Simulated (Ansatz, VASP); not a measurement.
Co in VASP and in Ansatz

File INCAR:

```
PREC = Accurate ; ENCUT = 520
EDIFF = 1E-6 ; ISMEAR = 0
SIGMA = 0.019000000000000003 ; LREAL = False
LASPH = True ; NELM = 150
ALGO = Normal ; ISIF = 2
LWAVE = False ; LCHARG = False
ISPIN = 2 ; MAGMOM = 2 2 2 2
LORBIT = 11 ; LMAXMIX = 4
GGA = PE ; NBANDS = 30
```

The input KPOINTS:

```
regular mesh
0
Gamma
  12 12 4
```

Contents of POSCAR:

```
Co
1.0
    2.4705617809      0.0000000000      0.0000000000
   -1.2352808905      2.1395692639      0.0000000000
    0.0000000000      0.0000000000      8.0882338000
Co
4
Direct
    0.6666666667      0.3333333333      0.7500000000
    0.0000000000      0.0000000000      0.5000000000
    0.3333333333      0.6666666667      0.2500000000
    0.0000000000      0.0000000000      0.0000000000
```

input.yaml

```yaml
crystal:
  lattice:
    - [2.4705617809, 0.0, 0.0]
    - [-1.2352808905, 2.1395692639, 0.0]
    - [0.0, 0.0, 8.0882338]
  atoms:
    - { symbol: Co, position: [0.6666666667, 0.3333333333, 0.75], spin: 2.0 }
    - { symbol: Co, position: [0.0, 0.0, 0.5], spin: 2.0 }
    - { symbol: Co, position: [0.3333333333, 0.6666666667, 0.25], spin: 2.0 }
    - { symbol: Co, position: [0.0, 0.0, 0.0], spin: 2.0 }
hamiltonian:
  xc: pbe
  pseudopotentials: { kind: paw }
magnetization:
  spin_polarized: true
kpoints:
  mp_grid: { grid: [12, 12, 4] }
scf:
  occupations: { method: gaussian, width: 0.019 }
output:
  forces: true
  stress: true
  eigenvalues: true
  write_density: true
  write_potential: true
  elf: true
  volumetric_format: npy
```

Alike in both runs: task single point; functional PBE; k mesh 12 × 12 × 4; occupations gaussian, width 0.019 eV; collinear spin.

```csv
,VASP,Ansatz
version,VASP 6.6.1,Ansatz 0.2.0
potentials or method,"VASP PAW PBE potentials, release 64 (Co)",Ansatz PAW
plane-wave cutoff (eV),520,420
valence electrons in the cell,36,68
```

|  | VASP | Ansatz | Ansatz less VASP |
| --- | --- | --- | --- |
| gap on the k mesh at the Fermi level (eV) | none | none | - |
| pressure (GPa) | 3.8 | 4.7 | +0.92 |
| traceless stress, the component that is largest in VASP (GPa) | -2.90 | -3.13 | -0.224 |
| net moment per atom (μB) | 1.65 | 1.66 | +0.009 |
| size of the moment on the site where the two differ most (μB) | 1.67 | 1.74 | +0.066 |

Site moments also hang on the region over which each program counts them. A gap of «none» marks a metal or a gap that the smearing closes. The functional is the same, so the differences come from potentials, cutoffs and numerics. VASP's potentials hold 36 valence electrons a cell and Ansatz's 68, so a difference there can come from the potentials and not from the codes.
